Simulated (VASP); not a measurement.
Here is a VASP 6.6.1 calculation.

Contents of INCAR:

```
SYSTEM = NaB
ALGO = Normal
EDIFF = 1E-6
ENCUT = 520
GGA = PE
ISIF = 2
ISMEAR = 0
ISYM = 0
LASPH = .TRUE.
LCHARG = .FALSE.
LREAL = .FALSE.
LWAVE = .FALSE.
NBANDS = 12
NELM = 100
PREC = Accurate
SIGMA = 0.1
```

Contents of KPOINTS:

```
Automatic mesh
0
Gamma
  4 4 4
  0.5 0.5 0
```

The input POSCAR:

```
NaB
1.0
    0.0000000000      2.6838690000      2.6838690000
    2.6838690000      0.0000000000      2.6838690000
    2.6838690000      2.6838690000      0.0000000000
Na B
1 1
Direct
    0.3920000000      0.4530000000      0.5330000000
    0.8920000000      0.9530000000      1.0330000000
```

Potentials or basis: VASP PAW PBE potentials, release 64 (Na_pv, B).

Command:

```console
$ cat potpaw_PBE.64/Na_pv/POTCAR potpaw_PBE.64/B/POTCAR > POTCAR
$ mpirun -np 1 vasp_std > vasp.out
```

(1) Estimate the band gap on the k mesh.

(2) Estimate the pressure.

Answers

(1) zero (band 5 reaches 2.48 eV, above the bottom of band 6 at 0.39 eV).

(2) -0.2 GPa.

Caveat: the k points lie up to 0.51 Å⁻¹ apart.
